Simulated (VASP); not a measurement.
Input of a VASP 6.6.1 run:

Contents of INCAR:

```
  ALGO = Normal
  EDIFF = 1E-7
  ENCUT = 520
  GGA = PS
  ISIF = 2
  ISMEAR = -1
  LASPH = T
  LCHARG = F
  LREAL = F
  LWAVE = F
  NBANDS = 15
  NELM = 80
  PREC = Accurate
  SIGMA = 0.05
```

Contents of KPOINTS:

```
k-points
0
Gamma
  9 9 9
```

File POSCAR:

```
KF
1.0
    0.0000000000      2.6539175805      2.6539175805
    2.6539175805      0.0000000000      2.6539175805
    2.6539175805      2.6539175805      0.0000000000
K F
1 1
Direct
    0.0000000000      0.0000000000      0.0000000000
    0.5000000000      0.5000000000      0.5000000000
```

Potentials or basis: VASP PAW PBE potentials, release 64 (K_sv, F).

Launch:

```console
$ cat potpaw_PBE.64/K_sv/POTCAR potpaw_PBE.64/F/POTCAR > POTCAR
$ mpirun -np 1 vasp_std > vasp.out
```

Task: Estimate the band gap on the k mesh.

Result: 6.13 eV, direct.

Task: What does it give for the pressure?

Result: 0.0 GPa.

Caveat: the PAW data sets were made with another functional, which shifts forces and pressure a little. Expect the measured gap to be larger: semilocal functionals such as PBEsol lack the derivative discontinuity.
